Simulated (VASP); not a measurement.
Wanted: the native input for a VASP 6.6.1 run.

```
Task                   : single point
Functional             : PBEsol
Potentials or basis    : VASP PAW PBE potentials, release 64 (O)
Cutoff                 : 520 eV
k mesh                 : 18 × 18 × 18
Occupations            : fermi-dirac, width 0.08 eV
Spin                   : no spin polarisation
Dipole correction      : no
Further INCAR settings : ALGO = Normal; EDIFF = 1e-06; NBANDS = 9
```

The structure of O lies in POSCAR:

```
O
1.0
    0.0000000000      1.4720390693      1.4720390693
    1.4720390693      0.0000000000      1.4720390693
    1.4720390693      1.4720390693      0.0000000000
O
1
Direct
    0.0000000000      0.0000000000      0.0000000000
```

This cell differs from its parent crystal: volume scaled by 0.85.

One way to write it, as run:

INCAR

```
SYSTEM = O
PREC     = Accurate       ! precision mode
ENCUT    = 520            ! plane-wave cutoff, eV
EDIFF    = 1E-6           ! SCF threshold, eV
ISMEAR   = -1             ! smearing method
SIGMA    = 0.08           ! smearing width, eV
LREAL    = .False.        ! projectors in reciprocal space
LASPH    = .True.         ! aspherical terms in the spheres
NELM     = 60             ! most SCF steps
ALGO     = Normal         ! electronic algorithm
ISIF     = 2              ! what is computed and relaxed
LWAVE    = .False.        ! write WAVECAR
LCHARG   = .True.         ! write CHGCAR
GGA      = PS             ! functional
LELF     = .True.         ! ELF
LVHAR    = .True.       
NBANDS   = 9              ! bands
```

KPOINTS

```
Automatic mesh
0
Gamma
  18 18 18
  0 0 0
```

Potentials or basis: VASP PAW PBE potentials, release 64 (O).

Launch:

```bash
$ cat potpaw_PBE.64/O/POTCAR > POTCAR
$ mpirun -np 1 vasp_std > vasp.out
```

It gave:

The pressure is 40.2 GPa and the band gap on the k mesh is zero (band 3 reaches 7.53 eV, above the bottom of band 4 at 2.73 eV).

Caveat: the PAW data sets were made with another functional, which shifts forces and pressure a little.

Wall time 12 s on 1 thread of AMD EPYC 7R43 64-Core Processor (Zen 3) (shared host), peak memory 0.08 GiB.
